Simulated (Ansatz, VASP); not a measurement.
## SnSe in VASP and in Ansatz

Contents of INCAR:

```
ALGO = Normal
EDIFF = 1E-6
ENCUT = 500
GGA = PE
GGA_COMPAT = False
ISIF = 2
ISMEAR = -1
LASPH = True
LCHARG = False
LREAL = False
LWAVE = False
NBANDS = 17
NELM = 120
PREC = Accurate
SIGMA = 0.02
```

KPOINTS

```
k-points
0
Gamma
  8 8 8
```

File POSCAR:

```
SnSe
1.0
    0.0000000000      2.8820286276      2.8820286276
    2.8820286276      0.0000000000      2.8820286276
    2.8820286276      2.8820286276      0.0000000000
Sn Se
1 1
Direct
    0.0000000000      0.0000000000      0.0000000000
    0.5000000000      0.5000000000      0.5000000000
```

Input for Ansatz:

```yaml
crystal:
  lattice:
    - [0.0, 2.8820286276, 2.8820286276]
    - [2.8820286276, 0.0, 2.8820286276]
    - [2.8820286276, 2.8820286276, 0.0]
  atoms:
    - { symbol: Sn, position: [0.0, 0.0, 0.0] }
    - { symbol: Se, position: [0.5, 0.5, 0.5] }
kpoints:
  mp_grid: { grid: [8, 8, 8] }
  band_path:
    path:
      - [0.0, 0.0, 0.0]
      - [0.5, 0.0, 0.5]
      - [0.625, 0.25, 0.625]
      - [0.375, 0.375, 0.75]
      - [0.5, 0.5, 0.5]
      - [0.5, 0.25, 0.75]
      - [0.5, 0.475, 0.525]
      - [-0.07487, -0.074219, -0.483236]
      - [-0.07487, -0.041016, 0.470215]
    npoints: 1
hamiltonian:
  xc: pbe
scf:
  occupations: { method: fermi_dirac, width: 0.02 }
  n_extra_bands: 4
output:
  forces: true
  stress: true
  eigenvalues: true
```

Change from the starting cell: hydrostatic strain -4.0%.

Alike in both runs: task single point; functional PBE; k mesh 8 × 8 × 8; occupations fermi-dirac, width 0.02 eV; no spin polarisation.

```csv
,VASP,Ansatz
version,VASP 6.6.1,Ansatz 0.2.0
potentials or method,"VASP PAW PBE potentials, release 64 (Sn_d, Se)","plane waves, PAW"
plane-wave cutoff (eV),500,420
valence electrons in the cell,20,30
```

```tsv
	VASP	Ansatz	Ansatz less VASP
pressure (GPa)	10.0	10.0	-0.01
```

VASP's potentials hold 20 valence electrons a cell and Ansatz's 30, so a difference there can come from the potentials and not from the codes.
